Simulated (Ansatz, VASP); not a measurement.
**GaF: VASP beside Ansatz**

```
CELL_PARAMETERS angstrom
3.16592 0.00000 0.00000
0.00000 3.16592 0.00000
0.00000 0.00000 3.16592
ATOMIC_POSITIONS crystal
Ga 0.00000 0.00000 0.00000
F 0.50000 0.50000 0.50000
```

Alike in both runs: task relaxation of cell and atoms; functional PBE-based screened hybrid; k mesh 4 × 4 × 4; occupations fermi-dirac, width 0.05 eV; no spin polarisation.

|  | VASP | Ansatz |
| --- | --- | --- |
| version | VASP 6.6.1 | Ansatz 0.2.0 |
| potentials or method | VASP PAW PBE potentials, release 64 (Ga_d, F) | Ansatz PAW |
| plane-wave cutoff (eV) | 600 | 420 |
| valence electrons in the cell | 20 | 20 |

|  | VASP | Ansatz | Ansatz less VASP |
| --- | --- | --- | --- |
| gap on the k mesh at the Fermi level, each at its own relaxed structure (eV) | 0.57 | 0.61 | +0.035 |
| relaxed volume (Å³/atom) | 15.87 | 15.94 | +0.074 |
| relaxed cell length with the largest relative difference (Å) | 3.166 | 3.171 | +0.0049 |

VASP's potentials were made for PBE, not for PBE-based screened hybrid.

The k mesh is coarse, so the values compare programs but aren't converged. Noted on VASP's run: the relaxation stopped at its first step, so nothing moved. Noted on Ansatz's run: the plane-wave basis is chosen anew once the cell has moved, so the energies of steps on either side of that aren't comparable.
